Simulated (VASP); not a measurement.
The system is K7Mg7InF24 (a cell with a defect).

```xyz
39
Lattice="7.9825 0.0000 0.0000 0.0000 7.9825 0.0000 0.0000 0.0000 7.9825" Properties=species:S:1:pos:R:3 pbc="T T T"
K     7.9407    7.9135    4.0102
K     0.0194    3.9363    0.0687
K     7.8842    4.0173    3.9777
K     4.0394    7.9789    0.0059
K     4.0381    7.9776    4.0060
K     4.0358    4.0161    0.0348
K     4.0727    3.9599    3.9939
In    2.0298    2.0332    2.0231
Mg    1.9846    1.9591    5.9651
Mg    2.0157    5.9216    1.9931
Mg    2.0734    5.9609    5.9677
Mg    5.9740    2.0033    2.0892
Mg    5.9739    2.0098    5.9240
Mg    6.0041    5.9410    2.0289
Mg    5.9850    5.9546    6.0129
F     1.9517    2.0257    7.9569
F     2.0345    2.0082    3.9889
F     2.0159    5.9809    7.9531
F     2.0204    5.9513    4.0216
F     6.0637    2.0300    7.9789
F     6.0134    2.0531    3.9932
F     5.9878    6.0701    0.0229
F     5.9361    5.9755    4.0176
F     7.9317    2.0386    2.0671
F     0.0783    2.0250    6.0194
F     0.0177    6.0505    2.0368
F     0.0311    5.9925    6.0360
F     3.9017    2.0291    1.9737
F     4.0598    2.0741    5.9456
F     4.0273    6.0153    1.9586
F     4.0413    5.9380    5.9634
F     2.0610    7.9794    1.9523
F     1.9745    0.0059    5.9508
F     1.9644    3.9885    2.0414
F     1.9616    4.0323    5.9535
F     5.9708    7.9771    1.9781
F     5.9263    0.0258    5.9732
F     5.9331    4.0093    1.9943
F     5.9079    4.0281    5.9486
```

Base run:

- Program: VASP 6.6.1
- Functional: PBEsol
- Potentials or basis: VASP PAW PBE potentials, release 64 (K_sv, In_d, Mg, F)
- Cutoff: 520 eV
- k mesh: 1 × 1 × 1, shifted
- Occupations: fermi-dirac, width 0.05 eV
- Spin: no spin polarisation

Its results: band gap on the k mesh 5.76 eV; pressure 2.4 GPa; largest force 5.169 eV/Å.

Q: The run is repeated on the same cell with these changes: functional from PBEsol to PBE. What comes out?

A: Band gap on the k mesh 5.87 eV; pressure 5.9 GPa; largest force 5.347 eV/Å.

PBE binds less tightly than PBEsol, so the same cell stands under more pressure.

Caveats: spin-orbit coupling is left out, which moves the levels of the heavy elements; the PAW data sets were made with another functional, which shifts forces and pressure a little (at least some runs).

A k mesh can miss the band edges.
